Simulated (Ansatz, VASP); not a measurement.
**Si: VASP beside Ansatz**

```
Si
1.0
     0.00000    2.72210    2.72210
     2.72210    0.00000    2.72210
     2.72210    2.72210    0.00000
Si
2
Direct
  0.87500 0.87500 0.87500
  0.12500 0.12500 0.12500
```

Alike in both runs: functional r2SCAN; k mesh 11 × 11 × 11; occupations fermi-dirac, width 0.02 eV; no spin polarisation.

Ansatz relaxed the structure, and its values are those at the end. VASP's run is a single point on that final structure, the one shown.

```csv
,VASP,Ansatz
version,VASP 6.6.1,Ansatz 0.2.0
potentials or method,"VASP PAW PBE potentials, release 64 (Si)","PAW with Ansatz's default frozen-core files, scalar-relativistic"
plane-wave cutoff (eV),520,500
valence electrons in the cell,8,8
```

Ansatz gave:

* pressure (GPa): 0.0

Q: Estimate VASP's values.

A: Pressure (GPa): -0.2.

VASP's potentials were made for PBE, not for r2SCAN. The functional is the same, so the differences come from potentials, cutoffs and numerics.
